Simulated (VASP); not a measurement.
# HfN (F-43m) in VASP: further runs, part 2 of 2

VASP 6.6.1.

### 4 Relaxation of cell and atoms, r2SCAN, target pressure 2 GPa, at which the enthalpy is minimised

This run uses another cell than the first one, of 14.79 Å³/atom.

POSCAR reads:

```
HfN
1.0
    0.0000000000      2.4548220000      2.4548220000
    2.4548220000      0.0000000000      2.4548220000
    2.4548220000      2.4548220000      0.0000000000
Hf N
1 1
Direct
    0.0000000000      0.0000000000      0.0000000000
    0.2500000000      0.2500000000      0.2500000000
```

INCAR.step1 reads:

```
SYSTEM = HfN
ALGO = Normal ; EDIFF = 1E-5
EDIFFG = -0.005 ; ENCUT = 660
GGA = PE ; GGA_COMPAT = .FALSE.
IBRION = 2 ; ISIF = 3
ISMEAR = -1 ; LASPH = .TRUE.
LCHARG = .FALSE. ; LREAL = .FALSE.
LWAVE = .TRUE. ; NELM = 120
NELMIN = 4 ; NSW = 100
PREC = Accurate ; SIGMA = 0.15
```

INCAR.step2 reads:

```
SYSTEM = HfN
ALGO = Normal ; EDIFF = 1E-7
EDIFFG = -0.01 ; ENCUT = 660
GGA_COMPAT = .FALSE. ; IBRION = 2
ISIF = 3 ; ISMEAR = -1
ISTART = 1 ; LASPH = .TRUE.
LCHARG = .FALSE. ; LMIXTAU = .TRUE.
LREAL = .FALSE. ; LWAVE = .FALSE.
METAGGA = R2SCAN ; NELM = 120
NELMIN = 4 ; NSW = 80
PREC = Accurate ; PSTRESS = 20.0
SIGMA = 0.15
```

KPOINTS reads:

```
k-points
0
G
  11 11 11
  0 0 0
```

Potentials or basis: VASP PAW PBE potentials, release 64 (Hf_pv, N).

The run is started by

```sh
> cat potpaw_PBE.64/Hf_pv/POTCAR potpaw_PBE.64/N/POTCAR > POTCAR
> cp INCAR.step1 INCAR
> mpirun -np 1 vasp_std > vasp.out
> cp INCAR.step2 INCAR
> mpirun -np 1 vasp_std > vasp.out
```

OUTCAR:

```text
SYSTEM = HfN
   EDIFF = 1E-7
   EDIFFG = -0.01
   ENCUT = 660
   IBRION = 2
   ISIF = 3
   ISMEAR = -1
   ISTART = 1
   LASPH = .TRUE.
   LREAL = .FALSE.
   METAGGA = R2SCAN
   NELM = 120
   NELMIN = 4
   NSW = 80
   PREC = Accurate
   PSTRESS = 20.0

 ion  position               nearest neighbor table
   1  0.000  0.000  0.000-   2 2.13   2 2.13   2 2.13   2 2.13
   2  0.250  0.250  0.250-   1 2.13   1 2.13   1 2.13   1 2.13

  LATTYP: Found a face centered cubic cell.
 ALAT       =     4.9096440000

  Lattice vectors:

 A1 = (   0.0000000000,   2.4548220000,   2.4548220000)
 A2 = (   2.4548220000,   0.0000000000,   2.4548220000)
 A3 = (   2.4548220000,   2.4548220000,   0.0000000000)

Analysis of symmetry for initial positions (statically):
[... 265 lines left out ...]
 Fermi energy:         6.0050488885

 k-point     1 :       0.0000    0.0000    0.0000
  band No.  band energies     occupation
      1     -26.2796      2.00000
      2     -26.2796      2.00000
      3     -26.2796      2.00000
      4     -11.3935      2.00000
      5       0.0430      2.00000
      6       0.0430      2.00000
      7       0.0430      2.00000
      8       5.3586      1.97348
      9       8.5019      0.00000
     10       8.5019      0.00000
     11      13.0617      0.00000
[... 309 lines left out ...]
 k-point    24 :      -0.1818    0.1818    0.0000
  band No.  band energies     occupation
      1     -26.5898      2.00000
      2     -26.3977      2.00000
      3     -26.3172      2.00000
      4     -10.5865      2.00000
      5      -0.5839      2.00000
      6       0.5190      2.00000
      7       0.5459      2.00000
      8       7.3644      0.00023
      9       7.8933      0.00001
     10       8.6723      0.00000
     11      11.7720      0.00000

 [... further k-points ...]

------------------------ aborting loop because EDIFF is reached ----------------------------------------

  FORCE on cell =-STRESS in cart. coord.  units (eV):
  Direction    XX          YY          ZZ          XY          YZ          ZX
  --------------------------------------------------------------------------------------
  -------------------------------------------------------------------------------------
  Total        0.3437671      0.3437671      0.3437671      0.0000000      0.0000000     -0.0000000
  in kB       19.0966312     19.0966312     19.0966312      0.0000000      0.0000000     -0.0000000
  external PRESSURE =      -0.9033688 kB  Pullay stress =      20.0000000 kB
[... 21 lines left out ...]
  energy  without entropy=      -57.6942425048  energy(sigma->0) =      -57.71564868

  enthalpy is  TOTEN    =       -57.3770257653 eV   P V=        0.3600290956

 reached required accuracy - stopping structural energy minimisation
```

OUTCAR.step1:

```text
SYSTEM = HfN
   EDIFF = 1E-5
   EDIFFG = -0.005
   ENCUT = 660
   GGA = PE
   IBRION = 2
   ISIF = 3
   ISMEAR = -1
   LASPH = .TRUE.
[... 626 lines left out ...]
  -------------------------------------------------------------------------------------
  Total       -0.0049033     -0.0049033     -0.0049033      0.0000000      0.0000000     -0.0000000
  in kB       -0.2659194     -0.2659194     -0.2659194      0.0000000      0.0000000     -0.0000000
  external PRESSURE =      -0.2659194 kB  Pullay stress =       0.0000000 kB
[... 17 lines left out ...]
  FREE ENERGIE OF THE ION-ELECTRON SYSTEM (eV)
  ---------------------------------------------------
  free  energy   TOTEN  =       -21.2485429089 eV

  energy  without entropy=      -21.2009401829  energy(sigma->0) =      -21.22474155

 reached required accuracy - stopping structural energy minimisation
```

OSZICAR.step1:

```text
N       E                     dE             d eps       ncg     rms          rms(c)
DAV:   1     0.507905453956E+02    0.50791E+02   -0.93052E+03  1232   0.151E+03
DAV:   2    -0.214155795566E+02   -0.72206E+02   -0.68147E+02  1656   0.286E+02
DAV:   3    -0.248360630294E+02   -0.34205E+01   -0.33664E+01  1552   0.561E+01
[... 16 lines left out ...]
       N       E                     dE             d eps       ncg     rms          rms(c)
DAV:   1    -0.212488656145E+02   -0.40305E-03   -0.80255E-03  1319   0.909E-01    0.261E-01
DAV:   2    -0.212486102751E+02    0.25534E-03   -0.53944E-04  1355   0.214E-01    0.121E-01
DAV:   3    -0.212485475977E+02    0.62677E-04   -0.12284E-04  1388   0.108E-01    0.784E-02
DAV:   4    -0.212485429089E+02    0.46889E-05   -0.13105E-05  1030   0.388E-02
   3 F= -.21248543E+02 E0= -.21224742E+02  d E =-.480425E-04
```

It took 4.1 min on 1 thread of Intel Xeon Platinum 8488C (Sapphire Rapids), shared host; peak memory 0.2 GiB.

What came out:

```yaml
Free_energy: -57.7371 eV
Relaxed_volume: 14.42 Å³/atom
Relaxed_cell: a = 3.442 Å, b = 3.442 Å, c = 3.442 Å, α = 60.00°, β = 60.00°, γ = 60.00°
Space_group_after_relaxing_to_0.1_Å: F-43m (No. 216)
Energy_change_on_relaxing_the_run_minimises_the_enthalpy: -1.8 meV/atom
Ionic_steps: 3
Pressure_after_relaxing: 1.9 GPa
Band_gap_on_the_k_mesh: zero (an odd number of electrons rules out a gap without spin polarisation)
```

Step by step:
```csv
step,energy change (eV),largest force (eV/Å),pressure (GPa),volume (Å³)
1,0.0000,0.0000,-3.36,29.59
2,0.0568,0.0000,13.14,27.52
3,-0.0036,0.0000,1.91,28.84
```

Final structure:
```cif
data_structure
_symmetry_space_group_name_H-M 'P 1'
_symmetry_Int_Tables_number 1
_cell_length_a 3.4423
_cell_length_b 3.4423
_cell_length_c 3.4423
_cell_angle_alpha 60.000
_cell_angle_beta 60.000
_cell_angle_gamma 60.000
_cell_volume 28.84
loop_
_atom_site_label
_atom_site_type_symbol
_atom_site_fract_x
_atom_site_fract_y
_atom_site_fract_z
_atom_site_occupancy
Hf1 Hf 0.00000 0.00000 0.00000 1
N1 N 0.25000 0.25000 0.25000 1
```

Caveat: the cell is relaxed towards a set pressure, so the run minimises the enthalpy, not the energy; the PAW data sets were made with another functional, which shifts forces and pressure a little; spin-orbit coupling is left out, which moves the levels of the heavy elements.

### 5 The runs side by side

| task | cell | gap on the mesh (eV) | pressure (GPa) |
| --- | --- | --- | --- |
| single point | a = 3.460 Å, angles 60.0°, 2 atoms | none | -1.3 |
| relaxation of cell and atoms | relaxed from a = 3.472 Å, angles 60.0°, 2 atoms | none | 0.0 |
| relaxation of cell and atoms | relaxed to 2 GPa from a = 3.472 Å, angles 60.0°, 2 atoms | none | 1.9 |

Alike in all rows: level r2SCAN; potentials or basis VASP PAW PBE potentials, release 64 (Hf_pv, N); no spin polarisation; k mesh 11 × 11 × 11; cutoff (eV) 660; smearing fermi-dirac 0.15 eV.

Caveats: the PAW data sets were made with another functional, which shifts forces and pressure a little; spin-orbit coupling is left out, which moves the levels of the heavy elements; the cell is relaxed towards a set pressure, so the run minimises the enthalpy, not the energy (at least some runs).

Total energies depend on the potentials used, so only differences within one code and one set of settings carry meaning.
